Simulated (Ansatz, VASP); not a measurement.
One calculation of Nb, two programs

```
Nb
1.0
    -1.65882    1.65882    1.65882
     1.65882   -1.65882    1.65882
     1.65882    1.65882   -1.65882
Nb
1
Direct
  0.00000 0.00000 0.00000
```

Alike in both runs: task single point; functional PBE; k mesh 4 × 4 × 4; occupations gaussian, width 0.1 eV; no spin polarisation.

```csv
,VASP,Ansatz
version,VASP 6.6.1,Ansatz 0.2.0
potentials or method,"VASP PAW PBE potentials, release 64 (Nb_sv), cutoff 500 eV","scalar-relativistic, plane waves, PAW"
valence electrons in the cell,13,13
```

```tsv
	VASP	Ansatz	Ansatz less VASP
gap on the k mesh at the Fermi level (eV)	none	none	-
pressure (GPa)	2.1	2.5	+0.43
```

A gap of «none» marks a metal or a gap that the smearing closes. The functional is the same, so the differences come from potentials, cutoffs and numerics.

The k mesh is coarse, so the values compare programs but aren't converged.
